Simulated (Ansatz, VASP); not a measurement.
**TaSi2 in VASP and in Ansatz**

File INCAR:

```
PREC = Accurate ; ENCUT = 600
EDIFF = 1E-6 ; ISMEAR = 0
SIGMA = 0.2 ; LREAL = F
LASPH = T ; NELM = 80
ALGO = Normal ; ISIF = 3
LWAVE = F ; LCHARG = F
GGA = PE ; IBRION = 2
NSW = 36 ; EDIFFG = -0.08
```

KPOINTS

```
Automatic mesh
0
Gamma
  8 8 8
```

POSCAR

```
TaSi2
1.0
   -1.6600000000      1.6600000000      4.0750000000
    1.6600000000     -1.6600000000      4.0750000000
    1.6600000000      1.6600000000     -4.0750000000
Ta Si
1 2
Direct
    0.0000000000      0.0000000000      0.0000000000
    0.3333000000      0.3333000000      0.0000000000
    0.6667000000      0.6667000000      0.0000000000
```

Input for Ansatz:

```yaml
crystal:
  lattice:
    - [-1.66, 1.66, 4.075]
    - [1.66, -1.66, 4.075]
    - [1.66, 1.66, -4.075]
  atoms:
    - { symbol: Ta, position: [0.0, 0.0, 0.0] }
    - { symbol: Si, position: [0.3333, 0.3333, 0.0] }
    - { symbol: Si, position: [0.6667, 0.6667, 0.0] }
basis:
  ecutwfc: 420
kpoints:
  mp_grid: { grid: [8, 8, 8] }
hamiltonian:
  xc: pbe
scf:
  occupations: { method: gaussian, width: 0.2 }
  lower_state_search: "off"
output:
  forces: true
  stress: true
  eigenvalues: true
relax:
  adjacent_minimum: "off"
  f_tol: 0.08
  max_steps: 16
  cell: { stress_tol: 0.8 }
```

Alike in both runs: task relaxation of cell and atoms; functional PBE; k mesh 8 × 8 × 8; occupations gaussian, width 0.2 eV; no spin polarisation.

|  | VASP | Ansatz |
| --- | --- | --- |
| version | VASP 6.6.1 | Ansatz 0.2.0 |
| potentials or method | VASP PAW PBE potentials, release 64 (Ta_pv, Si), cutoff 600 eV | scalar-relativistic, plane waves, PAW |
| valence electrons in the cell | 19 | 21 |

|  | VASP | Ansatz | Ansatz less VASP |
| --- | --- | --- | --- |
| gap on the k mesh at the Fermi level, each at its own relaxed structure (eV) | none | none | - |
| relaxed volume (Å³/atom) | 14.77 | 14.77 | -0.003 |
| relaxed cell length with the largest relative difference (Å) | 4.720 | 4.718 | -0.0019 |

A gap of «none» marks a metal or a gap that the smearing closes. VASP's potentials hold 19 valence electrons a cell and Ansatz's 21, so a difference there can come from the potentials and not from the codes.

Neither program's run includes spin-orbit coupling.
